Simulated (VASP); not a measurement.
NbP: relaxation of cell and atoms with BLYP+D4

Crystal: NbP.

```
Nb P
1.0
    -1.67492    1.67492    5.74011
     1.67492   -1.67492    5.74011
     1.67492    1.67492   -5.74011
Nb P
2 2
Cartesian
  1.6749 0.0000 2.8687
  0.0000 0.0000 5.7387
  0.0000 1.6749 3.8200
  0.0000 0.0000 0.9500
```

```yaml
Program: VASP 6.6.1
Task: relaxation of cell and atoms
Functional: BLYP
Dispersion: D4
Potentials_or_basis: VASP PAW PBE potentials, release 64 (Nb_sv, P)
Cutoff: 600 eV
k_mesh: 11 × 11 × 11
Occupations: fermi-dirac, width 0.05 eV
Spin: no spin polarisation
Dipole_correction: no
Further_INCAR_settings: ALGO = Normal; EDIFF = 1e-06; IBRION = 2; EDIFFG = -0.01; NSW = 60; ISIF = 3
```

```yaml
Relaxed_volume: 16.09 Å³/atom
Relaxed_cell: a = 6.208 Å, b = 6.208 Å, c = 6.208 Å, α = 148.70°, β = 148.70°, γ = 44.85°
Space_group_after_relaxing_to_0.05_Å: I4_1md (No. 109)
Energy_gained_by_relaxing: 0.0 meV/atom
Ionic_steps: 3
Pressure_after_relaxing: 0.0 GPa
Largest_force_after_relaxing: 0.005 eV/Å
Band_gap_on_the_k_mesh: zero (filled and empty bands overlap)
Dispersion_energy_per_atom: -0.803 eV
```

Forces on the atoms (eV/Å):
```
Nb   0.000  0.000  0.005
Nb   0.000  0.000  0.005
P    0.000  0.000 -0.005
P    0.000  0.000 -0.005
```

Final structure:
```yaml
crystal:
  lattice:
    - [-1.67440, 1.67440, 5.73821]
    - [1.67440, -1.67440, 5.73821]
    - [1.67440, 1.67440, -5.73821]
  atoms:
    - { symbol: Nb, position: [0.24989, 0.74989, 0.50000] }
    - { symbol: Nb, position: [0.49989, 0.49989, 0.00000] }
    - { symbol: P, position: [0.83273, 0.33273, 0.50000] }
    - { symbol: P, position: [0.08273, 0.08273, 0.00000] }
```

Levels at points of the mesh, in eV from the Fermi level:
```
           k point  band 14  band 15  band 16  band 17  band 18  band 19  band 20  band 21  band 22
(0.00, 0.00, 0.00)    -2.24    -2.03    -1.66    -1.37    -1.37     0.80     1.55     2.63     3.08
```

Run time: 12 min on 1 thread of Intel(R) Xeon(R) 6975P-C (Granite Rapids), with other jobs on the host, peak memory 0.48 GiB.

Caveat: the PAW data sets were made with another functional, which shifts forces and pressure a little; pairwise dispersion overbinds metals, which lowers pressure and volume.
